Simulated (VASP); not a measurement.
# HfH6 (Pm-3m) in VASP: further runs

HfH6 is run at these levels: PBE; tasks: relaxation of cell and atoms, single point.

Program: VASP 6.6.1. These are calculated values, not measurements. Logs are shortened: lines on timing, memory, paths and dates and some standing lists are left out, and cuts for length are marked.

### Step 1. The cell of the first run

It takes space group Pm-3m (No. 221, cubic). The conventional cell has a = 3.344 Å, b = 3.344 Å, c = 3.344 Å, α = 90.00°, β = 90.00°, γ = 90.00°. Within 3.2 Å of Hf (site symmetry m-3m) lie 24 H at 2.43 Å. H (site symmetry 4mm) has 1 H at 1.09 Å within 1.5 Å.

### Step 2. Relaxation of cell and atoms, PBE

INCAR reads:

```
SYSTEM = HfH6
PREC     = Accurate       ! precision mode
ENCUT    = 600            ! plane-wave cutoff, eV
EDIFF    = 1E-7           ! SCF threshold, eV
ISMEAR   = 0              ! smearing method
SIGMA    = 0.1            ! smearing width, eV
LREAL    = .FALSE.        ! projectors in reciprocal space
LASPH    = .TRUE.         ! aspherical terms in the spheres
NELM     = 80             ! most SCF steps
ALGO     = Normal         ! electronic algorithm
ISIF     = 3              ! what is computed and relaxed
LWAVE    = .FALSE.        ! write WAVECAR
LCHARG   = .FALSE.        ! write CHGCAR
GGA      = PE             ! functional
IBRION   = 2              ! ionic algorithm
NSW      = 90             ! ionic steps
EDIFFG   = -0.04          ! ionic threshold
```

KPOINTS reads:

```
Automatic mesh
0
G
  6 6 6
  0 0 0
```

POSCAR reads:

```
HfH6
1.0
    3.3436760862      0.0000000000      0.0000000000
    0.0000000000      3.3436760862      0.0000000000
    0.0000000000      0.0000000000      3.3436760862
Hf H
1 6
Direct
    0.0000000000      0.0000000000      0.0000000000
    0.1625916208      0.5000000000      0.5000000000
    0.5000000000      0.1625916208      0.5000000000
    0.8374083792      0.5000000000      0.5000000000
    0.5000000000      0.8374083792      0.5000000000
    0.5000000000      0.5000000000      0.1625916208
    0.5000000000      0.5000000000      0.8374083792
```

Potentials or basis: VASP PAW PBE potentials, release 64 (Hf_pv, H).

On the command line:

```bash
cat potpaw_PBE.64/Hf_pv/POTCAR potpaw_PBE.64/H/POTCAR > POTCAR
mpirun -np 1 vasp_std > vasp.out
```

OUTCAR:

```text
SYSTEM = HfH6
   PREC = Accurate
   ENCUT = 600
   EDIFF = 1E-7
   ISMEAR = 0
   LREAL = .FALSE.
   LASPH = .TRUE.
   NELM = 80
   ISIF = 3
   GGA = PE
   IBRION = 2
   NSW = 90
   EDIFFG = -0.04

 ion  position               nearest neighbor table
   1  0.000  0.000  0.000-
   2  0.163  0.500  0.500-
   3  0.500  0.163  0.500-
   4  0.837  0.500  0.500-
   5  0.500  0.837  0.500-
   6  0.500  0.500  0.163-
   7  0.500  0.500  0.837-

  LATTYP: Found a simple cubic cell.
 ALAT       =     3.3436760862

  Lattice vectors:

 A1 = (   3.3436760862,   0.0000000000,   0.0000000000)
 A2 = (   0.0000000000,   3.3436760862,   0.0000000000)
 A3 = (   0.0000000000,   0.0000000000,   3.3436760862)

Analysis of symmetry for initial positions (statically):
=====================================================================
 Subroutine PRICEL returns:
 Original cell was already a primitive cell.

 Routine SETGRP: Setting up the symmetry group for a
 simple cubic supercell.

 Subroutine GETGRP returns: Found 48 space group operations
 (whereof 48 operations were pure point group operations)
 out of a pool of 48 trial point group operations.

The static configuration has the point symmetry O_h .

Analysis of symmetry for dynamics (positions and initial velocities):
=====================================================================
 Subroutine PRICEL returns:
 Original cell was already a primitive cell.

 Routine SETGRP: Setting up the symmetry group for a
 simple cubic supercell.

 Subroutine GETGRP returns: Found 48 space group operations
 (whereof 48 operations were pure point group operations)
 out of a pool of 48 trial point group operations.

The dynamic configuration has the point symmetry O_h .

 Subroutine INISYM returns: Found 48 space group operations
 (whereof 48 operations are pure point group operations),
 and found     1 'primitive' translations

----------------------------------------------------------------------------------------

                                     Primitive cell

  volume of cell :      37.3829

  direct lattice vectors                    reciprocal lattice vectors
     3.343676086  0.000000000  0.000000000     0.299072032  0.000000000  0.000000000
     0.000000000  3.343676086  0.000000000     0.000000000  0.299072032  0.000000000
     0.000000000  0.000000000  3.343676086     0.000000000  0.000000000  0.299072032

  length of vectors
     3.343676086  3.343676086  3.343676086     0.299072032  0.299072032  0.299072032

  position of ions in fractional coordinates (direct lattice)
     0.000000000  0.000000000  0.000000000
     0.162591621  0.500000000  0.500000000
     0.500000000  0.162591621  0.500000000
     0.837408379  0.500000000  0.500000000
     0.500000000  0.837408379  0.500000000
     0.500000000  0.500000000  0.162591621
     0.500000000  0.500000000  0.837408379

  ion indices of the primitive-cell ions
   primitive index   ion index
                 1           1
                 2           2
                 3           3
                 4           4
                 5           5
                 6           6
                 7           7

----------------------------------------------------------------------------------------

 KPOINTS: Automatic mesh

Automatic generation of k-mesh.
 Grid dimensions read from file:
[... 82 lines left out ...]
  Fermi-wavevector in a.u.,A,eV,Ry     =   1.233741  2.331432 20.709653  1.522117
  Thomas-Fermi vector in A             =   2.368459
   LORBIT       =      0    0 simple, 1 ext, 2 COOP (PROOUT), +10 PAW based schemes
   GGA     = PE    functional components
   LHFCALC =     F    Hartree Fock is set to
   AEXX    =    0.0000 exact exchange contribution
   IVDW    =     0    specifies the selected vdW correction
   LEPSILON=     F    determine dielectric tensor
   LRPA    =     F    only Hartree local field effects (RPA)
 conjugate gradient relaxation of ions
 non-spin polarized calculation
 Gauss-broadening in eV      SIGMA  =   0.10
  energy-cutoff  :      600.00
  volume of cell :       37.38
 maximum number of plane-waves:      1262
 NGX is ok and might be reduce to    28
   NGX = 13   NGY = 13   NGZ = 13

--------------------------------------- Ionic step        1  -------------------------------------------

 number of electron      15.9999995 magnetization

 Free energy of the ion-electron system (eV)
  ---------------------------------------------------
  ext. energy  EPLUGINS =         0.00000000
  ---------------------------------------------------
  free energy    TOTEN  =       -25.76585532 eV

  energy without entropy =      -25.75380447  energy(sigma->0) =      -25.75982989

------------------------ aborting loop because EDIFF is reached ----------------------------------------

  FORCE on cell =-STRESS in cart. coord.  units (eV):
  Direction    XX          YY          ZZ          XY          YZ          ZX
  --------------------------------------------------------------------------------------
  -------------------------------------------------------------------------------------
  Total       -0.3949918     -0.3949918     -0.3949918      0.0000000      0.0000000      0.0000000
  in kB      -16.9287969    -16.9287969    -16.9287969      0.0000000      0.0000000      0.0000000
  external PRESSURE =     -16.9287969 kB  Pullay stress =       0.0000000 kB

 VOLUME and BASIS-vectors are now :
 -----------------------------------------------------------------------------
  energy-cutoff  :      600.00
  volume of cell :       37.38
      direct lattice vectors                 reciprocal lattice vectors
     3.343676086  0.000000000  0.000000000     0.299072032  0.000000000  0.000000000
     0.000000000  3.343676086  0.000000000     0.000000000  0.299072032  0.000000000
     0.000000000  0.000000000  3.343676086     0.000000000  0.000000000  0.299072032

 POSITION                                       TOTAL-FORCE (eV/Angst)
 -----------------------------------------------------------------------------------
      0.00000      0.00000      0.00000         0.000000      0.000000      0.000000
      0.54365      1.67184      1.67184        -0.015762     -0.000000     -0.000000
      1.67184      0.54365      1.67184         0.000000     -0.015762     -0.000000
      2.80002      1.67184      1.67184         0.015762      0.000000      0.000000
      1.67184      2.80002      1.67184         0.000000      0.015762      0.000000
      1.67184      1.67184      0.54365         0.000000      0.000000     -0.015762
      1.67184      1.67184      2.80002        -0.000000     -0.000000      0.015762
 -----------------------------------------------------------------------------------
    total drift:                               -0.000000      0.000000      0.000000

  FREE ENERGIE OF THE ION-ELECTRON SYSTEM (eV)
  ---------------------------------------------------
  free  energy   TOTEN  =       -25.7658553168 eV

  energy  without entropy=      -25.7538044658  energy(sigma->0) =      -25.75982989

--------------------------------------- Ionic step        2  -------------------------------------------

 number of electron      15.9999995 magnetization

 Free energy of the ion-electron system (eV)
  ---------------------------------------------------
  ext. energy  EPLUGINS =         0.00000000
  ---------------------------------------------------
  free energy    TOTEN  =       -25.76817146 eV

  energy without entropy =      -25.75590247  energy(sigma->0) =      -25.76203696

 E-fermi :   5.5325     XC(G=0): -11.4555

 val. band max:        5.5075472994   @ k =   0.5000   0.5000   0.3333
 cond. band min:       5.5369168018   @ k =   0.3333   0.1667   0.0000
 fundamental gap:      0.0293695024
 Fermi energy:         5.5324999919

 k-point     1 :       0.0000    0.0000    0.0000
  band No.  band energies     occupation
      1     -26.0377      2.00000
      2     -26.0377      2.00000
      3     -26.0377      2.00000
      4      -9.3913      2.00000
      5      -0.4890      2.00000
      6      -0.4890      2.00000
      7       6.0737      0.00000
      8       6.0737      0.00000
      9       6.0737      0.00000
     10       8.0768      0.00000
     11       8.0768      0.00000
     12       8.3403      0.00000
[... 271 lines left out ...]
 k-point    20 :       0.5000    0.5000    0.5000
  band No.  band energies     occupation
      1     -26.2472      2.00000
      2     -26.2472      2.00000
      3     -26.2472      2.00000
      4      -3.5394      2.00000
      5      -3.5394      2.00000
      6      -3.5394      2.00000
      7      -1.5311      2.00000
      8       7.8468      0.00000
      9       7.8468      0.00000
     10       7.8468      0.00000
     11      10.2487      0.00000
     12      10.2487      0.00000

------------------------ aborting loop because EDIFF is reached ----------------------------------------

  FORCE on cell =-STRESS in cart. coord.  units (eV):
  Direction    XX          YY          ZZ          XY          YZ          ZX
  --------------------------------------------------------------------------------------
  -------------------------------------------------------------------------------------
  Total       -0.1637758     -0.1637758     -0.1637758      0.0000000      0.0000000      0.0000000
  in kB       -7.0768399     -7.0768399     -7.0768399      0.0000000      0.0000000      0.0000000
  external PRESSURE =      -7.0768399 kB  Pullay stress =       0.0000000 kB

 VOLUME and BASIS-vectors are now :
 -----------------------------------------------------------------------------
  energy-cutoff  :      600.00
  volume of cell :       37.08
      direct lattice vectors                 reciprocal lattice vectors
     3.334573905  0.000000000  0.000000000     0.299888390 -0.000000000  0.000000000
     0.000000000  3.334573905  0.000000000    -0.000000000  0.299888390 -0.000000000
     0.000000000  0.000000000  3.334573905    -0.000000000 -0.000000000  0.299888390

 POSITION                                       TOTAL-FORCE (eV/Angst)
 -----------------------------------------------------------------------------------
      0.00000      0.00000      0.00000         0.000000      0.000000      0.000000
      0.54142      1.66729      1.66729         0.004043      0.000000      0.000000
      1.66729      0.54142      1.66729         0.000000      0.004043      0.000000
      2.79316      1.66729      1.66729        -0.004043     -0.000000     -0.000000
      1.66729      2.79316      1.66729         0.000000     -0.004043     -0.000000
      1.66729      1.66729      0.54142         0.000000      0.000000      0.004043
      1.66729      1.66729      2.79316         0.000000     -0.000000     -0.004043
 -----------------------------------------------------------------------------------
    total drift:                               -0.000000     -0.000000     -0.000000

  FREE ENERGIE OF THE ION-ELECTRON SYSTEM (eV)
  ---------------------------------------------------
  free  energy   TOTEN  =       -25.7681714551 eV

  energy  without entropy=      -25.7559024727  energy(sigma->0) =      -25.76203696

 reached required accuracy - stopping structural energy minimisation
```

It took 10 s on 1 thread of Intel Xeon 6975P-C (Granite Rapids), shared host; peak memory 0.16 GiB.

Results:

```
Free energy                            : -25.7682 eV
Relaxed volume                         : 5.30 Å³/atom
Relaxed cell                           : a = 3.335 Å, b = 3.335 Å, c = 3.335 Å, α = 90.00°, β = 90.00°, γ = 90.00°
Space group after relaxing (to 0.05 Å) : Pm-3m (No. 221)
Energy gained by relaxing              : 0.3 meV/atom
Ionic steps                            : 2
Pressure after relaxing                : -0.7 GPa
Largest force after relaxing           : 0.004 eV/Å
Band gap on the k mesh                 : zero (band 8 reaches 7.85 eV, above the bottom of band 9 at 4.07 eV)
```

Forces in eV/Å, atoms in the order of the input:
```
Hf   0.000  0.000  0.000
H    0.004  0.000  0.000
H    0.000  0.004  0.000
H   -0.004  0.000  0.000
H    0.000 -0.004  0.000
H    0.000  0.000  0.004
H    0.000  0.000 -0.004
```

Step by step:
```tsv
step	energy change (eV)	largest force (eV/Å)	pressure (GPa)	volume (Å³)
1	0.0000	0.0158	-1.69	37.38
2	-0.0023	0.0040	-0.71	37.08
```

Final structure:
```
CELL_PARAMETERS angstrom
3.33457 0.00000 0.00000
0.00000 3.33457 0.00000
0.00000 0.00000 3.33457
ATOMIC_POSITIONS crystal
Hf 0.00000 0.00000 0.00000
H 0.16236 0.50000 0.50000
H 0.50000 0.16236 0.50000
H 0.83764 0.50000 0.50000
H 0.50000 0.83764 0.50000
H 0.50000 0.50000 0.16236
H 0.50000 0.50000 0.83764
```

Caveat: spin-orbit coupling is left out, which moves the levels of the heavy elements.

### Step 3. Single point, PBE

This run uses another cell than the first one, of 5.29 Å³/atom, 0.991 times its volume.

INCAR reads:

```
SYSTEM = HfH6
ALGO = Normal
EDIFF = 1E-7
ENCUT = 520
GGA = PE
ISIF = 2
ISMEAR = 0
LASPH = .TRUE.
LCHARG = .FALSE.
LREAL = .FALSE.
LWAVE = .FALSE.
NBANDS = 17
NELM = 60
PREC = Accurate
SIGMA = 0.1
```

KPOINTS reads:

```
k-points
0
G
  12 12 12
  0 0 0
```

POSCAR reads:

```
HfH6
1.0
    3.3338714513      0.0000000000      0.0000000000
    0.0000000000      3.3338714513      0.0000000000
    0.0000000000      0.0000000000      3.3338714513
Hf H
1 6
Direct
    0.0000000000      0.0000000000      0.0000000000
    0.1615367620      0.5000000000      0.5000000000
    0.5000000000      0.1615367620      0.5000000000
    0.8384632380      0.5000000000      0.5000000000
    0.5000000000      0.8384632380      0.5000000000
    0.5000000000      0.5000000000      0.1615367620
    0.5000000000      0.5000000000      0.8384632380
```

Potentials or basis: VASP PAW PBE potentials, release 64 (Hf_pv, H).

On the command line:

```bash
cat potpaw_PBE.64/Hf_pv/POTCAR potpaw_PBE.64/H/POTCAR > POTCAR
mpirun -np 1 vasp_std > vasp.out
```

It took 23 s on 1 thread of Intel Xeon 6975P-C (Granite Rapids), shared host; peak memory 0.19 GiB.

Results (log left out):

```yaml
Free_energy: -25.8778 eV
Pressure: -1.0 GPa
Largest_force: 0.012 eV/Å
Band_gap_on_the_k_mesh: zero (band 8 reaches 7.85 eV, above the bottom of band 9 at 4.09 eV)
```

Forces on the atoms (eV/Å):
```
Hf   0.000  0.000  0.000
H   -0.012  0.000  0.000
H    0.000 -0.012  0.000
H    0.012  0.000  0.000
H    0.000  0.012  0.000
H    0.000  0.000 -0.012
H    0.000  0.000  0.012
```

Levels at points of the mesh, in eV from the Fermi level:
```tsv
k point	band 5	band 6	band 7	band 8	band 9	band 10	band 11	band 12
(0.00, 0.00, 0.00)	-5.98	-5.98	0.64	0.64	0.64	2.60	2.60	2.89
(0.50, 0.00, 0.00)	-10.17	-4.09	-1.65	-1.37	-1.37	3.24	3.86	4.03
(0.50, 0.50, 0.00)	-8.24	-8.24	-3.08	0.68	0.68	0.90	2.43	4.59
(0.50, 0.50, 0.50)	-9.02	-9.02	-6.94	2.39	2.39	2.39	4.80	4.80
```

Caveat: spin-orbit coupling is left out, which moves the levels of the heavy elements.
